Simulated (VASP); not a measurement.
Write the native input for VASP 6.6.1 that does the following.

```
Task                   : single point
Functional             : PBE
Potentials or basis    : VASP PAW PBE potentials, release 64 (O, Ni)
Cutoff                 : 520 eV
k mesh                 : 10 × 10 × 10
Occupations            : fermi-dirac, width 0.03 eV
Spin                   : collinear spin, ferromagnetic start
Starting moments       : [0.0, 1.65] μB
Fixed moment           : 1.65 μB
Dipole correction      : no
Further INCAR settings : ALGO = Normal; EDIFF = 1e-07; NBANDS = 19
```

The structure of NiO lies in POSCAR:

```
NiO
1.0
    0.0000000000      2.0893000000      2.0893000000
    2.0893000000      0.0000000000      2.0893000000
    2.0893000000      2.0893000000      0.0000000000
O Ni
1 1
Direct
    0.5000000000      0.5000000000      0.5000000000
    0.0000000000      0.0000000000      0.0000000000
```

One way to write it, as run:

INCAR

```
PREC     = Accurate       # precision mode
ENCUT    = 520            # plane-wave cutoff, eV
EDIFF    = 1E-7           # SCF threshold, eV
ISMEAR   = -1             # smearing method
SIGMA    = 0.03           # smearing width, eV
LREAL    = F              # projectors in reciprocal space
LASPH    = T              # aspherical terms in the spheres
NELM     = 150            # most SCF steps
ALGO     = Normal         # electronic algorithm
ISIF     = 2              # what is computed and relaxed
LWAVE    = F              # write WAVECAR
LCHARG   = F              # write CHGCAR
ISPIN    = 2              # spin polarisation
MAGMOM   = 0 1.65         # initial moments
LORBIT   = 11             # projections on sites
NUPDOWN  = 1.65           # fixed moment
LMAXMIX  = 4              # l up to which the mixer works
GGA      = PE             # functional
NBANDS   = 19             # bands
```

KPOINTS

```
regular mesh
0
Gamma
  10 10 10
```

Potentials or basis: VASP PAW PBE potentials, release 64 (O, Ni).

Launch:

```console
$ cat potpaw_PBE.64/O/POTCAR potpaw_PBE.64/Ni/POTCAR > POTCAR
$ mpirun -np 1 vasp_std > vasp.out
```

It gave:

| Item | Value |
| --- | --- |
| Pressure | 3.9 GPa |
| Net moment | 1.65 μB per cell |
| Site moments | O +0.24; Ni +1.37 μB |
| Valence electrons inside the program's atomic spheres | O 4.97; Ni 8.99 |

Caveat: the total moment is fixed, so each spin has its own Fermi level; a cell with one magnetic atom can't hold antiferromagnetic order, which such compounds often take.

It took 110 s on 1 thread of AMD EPYC 7R13, on a shared host, peak memory 0.14 GiB.
